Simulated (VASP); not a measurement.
Runs of VASP 6.6.1 on MnH4. The structure is that of space group P4/mmm (No. 123), or close to it. The cells are those of the table. 

| task | cell | k mesh | cutoff (eV) | gap on the mesh (eV) | pressure (GPa) | moment (μB) | largest force (eV/Å) |
| --- | --- | --- | --- | --- | --- | --- | --- |
| single point | a = 4.721, b = 4.721, c = 2.704 Å, 5 atoms | 6 × 6 × 6 | 520 | none | -0.1 | 4.09 | 0.03 |
| single point | a = 3.687, b = 3.687, c = 3.471 Å, 5 atoms | 6 × 6 × 6 | 520 | none | (a) | 3.02 | 11.22 |
| single point | a = 4.724, b = 4.724, c = 2.704 Å, 5 atoms | 8 × 8 × 14 | 520 | none | -0.1 | 4.05 | - |
| relaxation of cell and atoms | relaxed from a = 3.687, b = 3.687, c = 3.471 Å, 5 atoms | 6 × 6 × 6 | 600 | none | -0.3 | 4.09 | 0.03 |

Alike in all rows: level PBE; potentials or basis VASP PAW PBE potentials, release 64 (Mn_pv, H); spin collinear, ferromagnetic start; smearing gaussian 0.1 eV.

**Question.** Fill in the values left out.

**Answer.** (a) 52.3.

Caveats: some runs use coarse meshes; forces of over 1 eV/Å act on the atoms, so gaps and moduli don't describe the material at rest (some runs).

A gap of «none» marks levels without a gap at the run's occupations.
